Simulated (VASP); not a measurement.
# ZnS (P6_3mc) in VASP: further runs

ZnS is run at these levels: LDA; tasks: single point.

All numbers are computed with VASP 6.6.1; they aren't measurements. Logs are shortened: lines on timing, memory, paths and dates and some standing lists are left out, and cuts for length are marked.

## 1. The cell of the first run

Symmetry: P6_3mc, No. 186, hexagonal system. Conventional cell: a = 3.570 Å, b = 3.570 Å, c = 5.910 Å, α = 90.00°, β = 90.00°, γ = 120.00°. Within 2.9 Å of Zn (site symmetry 3m) lie 4 S at 2.19 to 2.20 Å. S (site symmetry 3m) has 4 Zn at 2.19 to 2.20 Å within 2.9 Å.

## 2. Single point, LDA

File INCAR:

```
PREC = Accurate
ENCUT = 520
EDIFF = 1E-6
ISMEAR = 0
SIGMA = 0.01
LREAL = False
LASPH = True
NELM = 60
ALGO = Normal
ISIF = 2
LWAVE = False
LCHARG = False
GGA = CA
NBANDS = 26
```

File KPOINTS:

```
regular mesh
0
Gamma
  6 6 4
```

File POSCAR:

```
ZnS
1.0
    3.5703818672      0.0000000000      0.0000000000
   -1.7851909336      3.0920413982      0.0000000000
    0.0000000000      0.0000000000      5.9104565927
Zn S
2 2
Direct
    0.3333333333      0.6666666667      0.0068367910
    0.6666666667      0.3333333333      0.5068367910
    0.3333333333      0.6666666667      0.3781632090
    0.6666666667      0.3333333333      0.8781632090
```

Potentials or basis: VASP PAW LDA potentials, release 64 (Zn, S).

Started as:

```
> cat potpaw_LDA.64/Zn/POTCAR potpaw_LDA.64/S/POTCAR > POTCAR
> mpirun -np 1 vasp_std > vasp.out
```

OUTCAR:

```text
PREC = Accurate
   ENCUT = 520
   EDIFF = 1E-6
   ISMEAR = 0
   LREAL = False
   LASPH = True
   NELM = 60
   ISIF = 2
   GGA = CA

 ion  position               nearest neighbor table
   1  0.333  0.667  0.007-   3 2.19   4 2.20   4 2.20   4 2.20
   2  0.667  0.333  0.507-   4 2.19   3 2.20   3 2.20   3 2.20
   3  0.333  0.667  0.378-   1 2.19   2 2.20   2 2.20   2 2.20
   4  0.667  0.333  0.878-   2 2.19   1 2.20   1 2.20   1 2.20

  LATTYP: Found a hexagonal cell.
 ALAT       =     3.5703818672
 C/A-ratio  =     1.6554130097

  Lattice vectors:

 A1 = (   3.5703818672,   0.0000000000,   0.0000000000)
 A2 = (  -1.7851909336,   3.0920413982,   0.0000000000)
 A3 = (   0.0000000000,   0.0000000000,   5.9104565927)

Analysis of symmetry for initial positions (statically):
=====================================================================
 Subroutine PRICEL returns:
 Original cell was already a primitive cell.

 Routine SETGRP: Setting up the symmetry group for a
 hexagonal supercell.

 Subroutine GETGRP returns: Found 12 space group operations
 (whereof  6 operations were pure point group operations)
 out of a pool of 24 trial point group operations.

The static configuration has the point symmetry C_3v.
 The point group associated with its full space group is C_6v.

Analysis of symmetry for dynamics (positions and initial velocities):
=====================================================================
 Subroutine PRICEL returns:
 Original cell was already a primitive cell.

 Routine SETGRP: Setting up the symmetry group for a
 hexagonal supercell.

 Subroutine GETGRP returns: Found 12 space group operations
 (whereof  6 operations were pure point group operations)
 out of a pool of 24 trial point group operations.

The dynamic configuration has the point symmetry C_3v.
 The point group associated with its full space group is C_6v.

 Subroutine INISYM returns: Found 12 space group operations
 (whereof  6 operations are pure point group operations),
 and found     1 'primitive' translations

----------------------------------------------------------------------------------------

                                     Primitive cell

  volume of cell :      65.2501

  direct lattice vectors                    reciprocal lattice vectors
     3.570381867  0.000000000  0.000000000     0.280082086  0.161705468  0.000000000
    -1.785190934  3.092041398  0.000000000     0.000000000  0.323410935  0.000000000
     0.000000000  0.000000000  5.910456593     0.000000000  0.000000000  0.169191666

  length of vectors
     3.570381867  3.570381867  5.910456593     0.323410935  0.323410935  0.169191666

  position of ions in fractional coordinates (direct lattice)
     0.333333333  0.666666667  0.006836791
     0.666666667  0.333333333  0.506836791
     0.333333333  0.666666667  0.378163209
     0.666666667  0.333333333  0.878163209

  ion indices of the primitive-cell ions
   primitive index   ion index
                 1           1
                 2           2
                 3           3
                 4           4

----------------------------------------------------------------------------------------

 KPOINTS: regular mesh

Automatic generation of k-mesh.
 Grid dimensions read from file:
 generate k-points for:    6    6    4

 Generating k-lattice:

  Cartesian coordinates                     Fractional coordinates (reciprocal lattice)
     0.046680348  0.026950911  0.000000000     0.166666667  0.000000000  0.000000000
     0.000000000  0.053901823  0.000000000     0.000000000  0.166666667  0.000000000
     0.000000000  0.000000000  0.042297917     0.000000000  0.000000000  0.250000000

  Length of vectors
     0.053901823  0.053901823  0.042297917

  Shift w.r.t. Gamma in fractional coordinates (k-lattice)
     0.000000000  0.000000000  0.000000000

 Subroutine IBZKPT returns following result:
 ===========================================

 Found     21 irreducible k-points:

 Following reciprocal coordinates:
            Coordinates               Weight
  0.000000  0.000000  0.000000      1.000000
  0.166667  0.000000  0.000000      6.000000
  0.333333 -0.000000  0.000000      6.000000
  0.500000  0.000000  0.000000      3.000000
  0.166667  0.166667  0.000000      6.000000
  0.333333  0.166667  0.000000     12.000000
[... 13 lines left out ...]
  0.333333  0.166667  0.500000     12.000000
  0.333333  0.333333  0.500000      2.000000
   k-points           NKPTS =     21   k-points in BZ     NKDIM =     21   number of bands    NBANDS=     26
   number of dos      NEDOS =    301   number of ions     NIONS =      4
   total plane-waves  NPLWV =  37632
   dimension x,y,z NGX =    28 NGY =   28 NGZ =   48
   dimension x,y,z NGXF=    56 NGYF=   56 NGZF=   96
   ions per type =               2   2
   NGX,Y,Z   is equivalent  to a cutoff of  13.04, 13.04, 13.50 a.u.
   NGXF,Y,Z  is equivalent  to a cutoff of  26.08, 26.08, 27.00 a.u.
 SYSTEM =  unknown system
   PREC   = accura    normal or accurate (medium, high low for compatibility)
   ISTART =      0    job   : 0-new  1-cont  2-samecut
   ICHARG =      2    charge: 1-file 2-atom 10-const
   ISPIN  =      1    spin polarized calculation?
   LNONCOLLINEAR =      F non collinear calculations
   LSORBIT =      F    spin-orbit coupling
   LASPH  =      T    aspherical Exc in radial PAW
   ENCUT  =  520.0 eV  38.22 Ry    6.18 a.u.   6.64  6.64 10.99*2*pi/ulx,y,z
   NELM   =     60;   NELMIN=  2; NELMDL= -5     # of ELM steps
   EDIFF  = 0.1E-05   stopping-criterion for ELM
   LREAL  =      F    real-space projection
   EDIFFG = 0.1E-04   stopping-criterion for IOM
   NSW    =      0    number of steps for IOM
   IBRION =     -1    ionic relax: 0-MD 1-quasi-New 2-CG
   NFREE  =      0    steps in history (QN), initial steepest desc. (CG)
   ISIF   =      2    stress and relaxation
   ISYM   =      2    0-nonsym 1-usesym 2-fastsym
   POTIM  = 0.5000    time-step for ionic-motion
   TEBEG  =    0.0;   TEEND  =   0.0 temperature during run
   PSTRESS=    0.0 pullay stress
   NELECT =      36.0000    total number of electrons
   NUPDOWN=      -1.0000    fix difference up-down
   EMIN   =  10.00;   EMAX   =-10.00  energy-range for DOS
   EFERMI =   0.00;   METHOD = LEGACY
   ISMEAR =     0;   SIGMA  =   0.01  broadening in eV -4-tet -1-fermi 0-gaus
   EFERMI_NEDOS =   21; number of points for ismear=-14 and -15
   IALGO  =     38    algorithm
   IMIX   =      4    mixing-type and parameters
     AMIX     =   0.40;   BMIX     =  1.00
     AMIX_MAG =   1.60;   BMIX_MAG =  1.00
  volume/ion in A,a.u.               =      16.31       110.08
  Fermi-wavevector in a.u.,A,eV,Ry     =   1.342709  2.537353 24.529512  1.802868
  Thomas-Fermi vector in A             =   2.470842
   LORBIT       =      0    0 simple, 1 ext, 2 COOP (PROOUT), +10 PAW based schemes
   GGA     = CA    functional components
   LHFCALC =     F    Hartree Fock is set to
   AEXX    =    0.0000 exact exchange contribution
   IVDW    =     0    specifies the selected vdW correction
   LEPSILON=     F    determine dielectric tensor
   LRPA    =     F    only Hartree local field effects (RPA)
 non-spin polarized calculation
 Gauss-broadening in eV      SIGMA  =   0.01
  energy-cutoff  :      520.00
  volume of cell :       65.25
 maximum number of plane-waves:      1786
 NGX is ok and might be reduce to    28
   NGX = 13   NGY = 13   NGZ = 21

 number of electron      35.9999988 magnetization

 Free energy of the ion-electron system (eV)
  ---------------------------------------------------
  ext. energy  EPLUGINS =         0.00000000
  ---------------------------------------------------
  free energy    TOTEN  =       -15.99935486 eV

  energy without entropy =      -15.99935486  energy(sigma->0) =      -15.99935486

 E-fermi :   4.0253     XC(G=0): -10.9314

 val. band max:        3.9795183752   @ k =   0.0000   0.0000   0.0000
 cond. band min:       6.8055281216   @ k =   0.0000   0.0000   0.0000
 fundamental gap:      2.8260097464
 Fermi energy:         4.0252597915

 k-point     1 :       0.0000    0.0000    0.0000
  band No.  band energies     occupation
      1     -10.7047      2.00000
      2      -9.3716      2.00000
      3      -3.5356      2.00000
      4      -3.4855      2.00000
      5      -3.4855      2.00000
      6      -3.3705      2.00000
[... 18 lines left out ...]
     25      11.6068      0.00000
     26      13.8343      0.00000

 k-point     2 :       0.1667    0.0000    0.0000
  band No.  band energies     occupation
      1     -10.4507      2.00000
      2      -9.2259      2.00000
      3      -3.5348      2.00000
      4      -3.4818      2.00000
      5      -3.4395      2.00000
      6      -3.3547      2.00000
[... 18 lines left out ...]
     25      12.1115      0.00000
     26      12.6124      0.00000

 k-point     3 :       0.3333   -0.0000    0.0000
  band No.  band energies     occupation
      1      -9.8230      2.00000
      2      -8.9570      2.00000
      3      -3.5934      2.00000
      4      -3.4280      2.00000
      5      -3.3742      2.00000
      6      -3.2058      2.00000
[... 18 lines left out ...]
     25      12.8316      0.00000
     26      14.4136      0.00000

 k-point     4 :       0.5000    0.0000    0.0000
  band No.  band energies     occupation
      1      -9.3685      2.00000
      2      -8.8999      2.00000
      3      -3.5650      2.00000
      4      -3.3575      2.00000
      5      -3.3430      2.00000
      6      -3.2080      2.00000
[... 18 lines left out ...]
     25      13.2869      0.00000
     26      15.9237      0.00000
[... 409 lines left out ...]
      1      -9.5396      2.00000
      2      -9.5396      2.00000
      3      -3.6035      2.00000
      4      -3.6035      2.00000
      5      -3.3402      2.00000
      6      -3.3402      2.00000
[... 18 lines left out ...]
     25      12.3923      0.00000
     26      12.3923      0.00000

 k-point    20 :       0.3333    0.1667    0.5000
  band No.  band energies     occupation
      1      -9.1264      2.00000
      2      -9.1264      2.00000
      3      -3.5544      2.00000
      4      -3.5544      2.00000
      5      -3.2546      2.00000
      6      -3.2546      2.00000
[... 18 lines left out ...]
     25      13.4793      0.00000
     26      13.4793      0.00000

 k-point    21 :       0.3333    0.3333    0.5000
  band No.  band energies     occupation
      1      -8.9831      2.00000
      2      -8.9831      2.00000
      3      -3.4140      2.00000
      4      -3.4140      2.00000
      5      -3.3229      2.00000
      6      -3.3229      2.00000
[... 18 lines left out ...]
     25      13.6582      0.00000
     26      13.6582      0.00000

------------------------ aborting loop because EDIFF is reached ----------------------------------------

  FORCE on cell =-STRESS in cart. coord.  units (eV):
  Direction    XX          YY          ZZ          XY          YZ          ZX
  --------------------------------------------------------------------------------------
  -------------------------------------------------------------------------------------
  Total        6.2924862      6.2924862      6.2893833      0.0000000      0.0000000     -0.0000000
  in kB      154.5083147    154.5083147    154.4321253      0.0000000      0.0000000     -0.0000000
  external PRESSURE =     154.4829182 kB  Pullay stress =       0.0000000 kB

 VOLUME and BASIS-vectors are now :
 -----------------------------------------------------------------------------
  energy-cutoff  :      520.00
  volume of cell :       65.25
      direct lattice vectors                 reciprocal lattice vectors
     3.570381867  0.000000000  0.000000000     0.280082086  0.161705468  0.000000000
    -1.785190934  3.092041398  0.000000000     0.000000000  0.323410935  0.000000000
     0.000000000  0.000000000  5.910456593     0.000000000  0.000000000  0.169191666

 POSITION                                       TOTAL-FORCE (eV/Angst)
 -----------------------------------------------------------------------------------
     -0.00000      2.06136      0.04041        -0.000000     -0.000000      0.002034
      1.78519      1.03068      2.99564         0.000000     -0.000000      0.002034
     -0.00000      2.06136      2.23512         0.000000     -0.000000     -0.002034
      1.78519      1.03068      5.19035        -0.000000      0.000000     -0.002034
 -----------------------------------------------------------------------------------
    total drift:                               -0.000000     -0.000000      0.000456

  FREE ENERGIE OF THE ION-ELECTRON SYSTEM (eV)
  ---------------------------------------------------
  free  energy   TOTEN  =       -15.9993548557 eV

  energy  without entropy=      -15.9993548557  energy(sigma->0) =      -15.99935486
```

It took 25 s on 1 thread of Intel Xeon Platinum 8488C (Sapphire Rapids), shared host; peak memory 0.17 GiB.

What came out:

```yaml
Free_energy: -15.9994 eV
Pressure: 15.4 GPa
Band_gap_on_the_k_mesh: 2.83 eV, direct
```

Forces in eV/Å, atoms in the order of the input:
```
Zn   0.000  0.000  0.002
Zn   0.000  0.000  0.002
S    0.000  0.000 -0.002
S    0.000  0.000 -0.002
```

Levels at points of the mesh, in eV from the valence-band top:
```tsv
k point	band 14	band 15	band 16	band 17	band 18	band 19	band 20	band 21	band 22	band 23
(0.00, 0.00, 0.00)	-1.20	-1.20	-0.18	0.00	0.00	2.83	3.30	6.00	6.00	6.13
(0.50, 0.00, 0.00)	-5.02	-4.34	-3.00	-2.42	-1.19	3.25	4.45	4.70	6.56	7.91
(0.00, 0.00, 0.50)	-3.51	-0.64	-0.64	-0.64	-0.64	3.88	3.88	6.52	6.52	6.52
(0.50, 0.00, 0.50)	-5.94	-2.24	-2.24	-2.18	-2.18	3.25	3.25	4.87	4.87	8.87
```

## 3. Single point, LDA

This run uses another cell than the first one, of 16.92 Å³/atom, 1.037 times its volume.

File INCAR:

```
SYSTEM = ZnS
PREC = Accurate ; ENCUT = 520
EDIFF = 1E-6 ; ISMEAR = 0
SIGMA = 0.01 ; LREAL = .False.
LASPH = .True. ; NELM = 80
ALGO = Normal ; ISIF = 2
LWAVE = .False. ; LCHARG = .False.
NBANDS = 26
```

File KPOINTS:

```
regular mesh
0
Gamma
  6 6 4
  0 0 0
```

File POSCAR:

```
ZnS
1.0
    3.6173214470      0.0000000000      0.0000000000
   -1.8086607235      3.1326922667      0.0000000000
    0.0000000000      0.0000000000      5.9710402558
Zn S
2 2
Direct
    0.3333333333      0.6666666667      0.0063829918
    0.6666666667      0.3333333333      0.5063829918
    0.3333333333      0.6666666667      0.3786170082
    0.6666666667      0.3333333333      0.8786170082
```

Potentials or basis: VASP PAW LDA potentials, release 64 (Zn, S).

Started as:

```
> cat potpaw_LDA.64/Zn/POTCAR potpaw_LDA.64/S/POTCAR > POTCAR
> mpirun -np 1 vasp_std > vasp.out
```

Run time: 25 s. Hardware: 1 thread of Intel Xeon Platinum 8488C (Sapphire Rapids), shared host; peak memory 0.17 GiB.

Results (log left out):

```
Free energy            : -16.1928 eV
Pressure               : 10.4 GPa
Band gap on the k mesh : 2.66 eV, direct
```

Forces in eV/Å, atoms in the order of the input:
```
Zn   0.000  0.000  0.002
Zn   0.000  0.000  0.002
S    0.000  0.000 -0.002
S    0.000  0.000 -0.002
```

Levels at points of the mesh, in eV from the valence-band top:
| k point | band 14 | band 15 | band 16 | band 17 | band 18 | band 19 | band 20 | band 21 | band 22 | band 23 |
| --- | --- | --- | --- | --- | --- | --- | --- | --- | --- | --- |
| (0.00, 0.00, 0.00) | -1.14 | -1.14 | -0.15 | 0.00 | 0.00 | 2.66 | 3.22 | 6.04 | 6.04 | 6.21 |
| (0.50, 0.00, 0.00) | -4.85 | -4.13 | -2.85 | -2.26 | -1.13 | 3.30 | 4.40 | 4.76 | 6.62 | 7.80 |
| (0.00, 0.00, 0.50) | -3.38 | -0.60 | -0.60 | -0.60 | -0.60 | 3.79 | 3.79 | 6.55 | 6.55 | 6.55 |
| (0.50, 0.00, 0.50) | -5.74 | -2.11 | -2.11 | -2.06 | -2.06 | 3.29 | 3.29 | 4.92 | 4.92 | 8.85 |

## 4. Single point, LDA

This run uses another cell than the first one, of 17.34 Å³/atom, 1.063 times its volume.

INCAR is that of step 3.

File KPOINTS:

```
Automatic mesh
0
Gamma
  6 6 4
  0 0 0
```

File POSCAR:

```
ZnS
1.0
    3.6491794277      0.0000000000      0.0000000000
   -1.8245897138      3.1602820873      0.0000000000
    0.0000000000      0.0000000000      6.0132993636
Zn S
2 2
Direct
    0.3333333333      0.6666666667      0.0061233872
    0.6666666667      0.3333333333      0.5061233872
    0.3333333333      0.6666666667      0.3788766128
    0.6666666667      0.3333333333      0.8788766128
```

Started as:

```
> cat potpaw_LDA.64/Zn/POTCAR potpaw_LDA.64/S/POTCAR > POTCAR
> mpirun -np 1 vasp_std > vasp.out
```

It took 31 s on 1 thread of Intel Xeon Platinum 8488C (Sapphire Rapids), shared host; peak memory 0.17 GiB.

It converged, with:

```
Free energy            : -16.2858 eV
Pressure               : 7.4 GPa
Band gap on the k mesh : 2.55 eV, direct
```

Levels at points of the mesh, in eV from the valence-band top:
```tsv
k point	band 14	band 15	band 16	band 17	band 18	band 19	band 20	band 21	band 22	band 23
(0.00, 0.00, 0.00)	-1.10	-1.10	-0.14	0.00	0.00	2.55	3.16	6.06	6.06	6.27
(0.50, 0.00, 0.00)	-4.73	-3.99	-2.75	-2.17	-1.09	3.33	4.36	4.80	6.65	7.73
(0.00, 0.00, 0.50)	-3.30	-0.58	-0.58	-0.58	-0.58	3.72	3.72	6.57	6.57	6.57
(0.50, 0.00, 0.50)	-5.60	-2.03	-2.03	-1.99	-1.99	3.31	3.31	4.96	4.96	8.84
```

## 5. Overview

```csv
cell,gap on the mesh (eV),pressure (GPa)
"a = 3.570, b = 3.570, c = 5.910 Å, angles 90.0, 90.0, 120.0°, 4 atoms",2.83,15.4
"a = 3.617, b = 3.617, c = 5.971 Å, angles 90.0, 90.0, 120.0°, 4 atoms",2.66,10.4
"a = 3.649, b = 3.649, c = 6.013 Å, angles 90.0, 90.0, 120.0°, 4 atoms",2.55,7.4
```

Alike in all rows: task single point; level LDA; potentials or basis VASP PAW LDA potentials, release 64 (Zn, S); no spin polarisation; k mesh 6 × 6 × 4; cutoff (eV) 520; smearing gaussian 0.01 eV.

Total energies depend on the potentials used, so only differences within one code and one set of settings carry meaning.
